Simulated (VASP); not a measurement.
Runs of VASP 6.6.1 on Sc. The structure is that of space group I4/mcm (No. 140), or close to it. The cells are those of the table. 

```tsv
cell	gap on the mesh (eV)	pressure (GPa)	largest force (eV/Å)
a = 5.045 Å, angles 106.1, 106.1, 116.4°, 4 atoms	none	-1.8	0.09
a = 5.271 Å, angles 106.1, 106.1, 116.4°, 4 atoms	none	-6.7	0.05
a = 5.092 Å, angles 106.1, 106.1, 116.4°, 4 atoms	none	(a)	0.05
a = 4.997 Å, angles 106.1, 106.1, 116.4°, 4 atoms	none	(b)	0.13
a = 5.138 Å, angles 106.1, 106.1, 116.4°, 4 atoms	none	-4.1	0.03
a = 5.183 Å, angles 106.1, 106.1, 116.4°, 4 atoms	none	-5.1	-
a = 5.227 Å, angles 106.1, 106.1, 116.4°, 4 atoms	none	-6.0	0.03
```

Alike in all rows: task single point; level PBEsol+D3(BJ); potentials or basis VASP PAW PBE potentials, release 64 (Sc_sv); no spin polarisation; k mesh 6 × 6 × 6; cutoff (eV) 520; smearing fermi-dirac 0.1 eV.

Estimate the missing entries.

(a) -3.1; (b) -0.5.

Caveats: three body term missing; the PAW data sets were made with another functional, which shifts forces and pressure a little; the cell stands under tension (at least some runs).

A gap of «none» marks levels without a gap at the run's occupations.
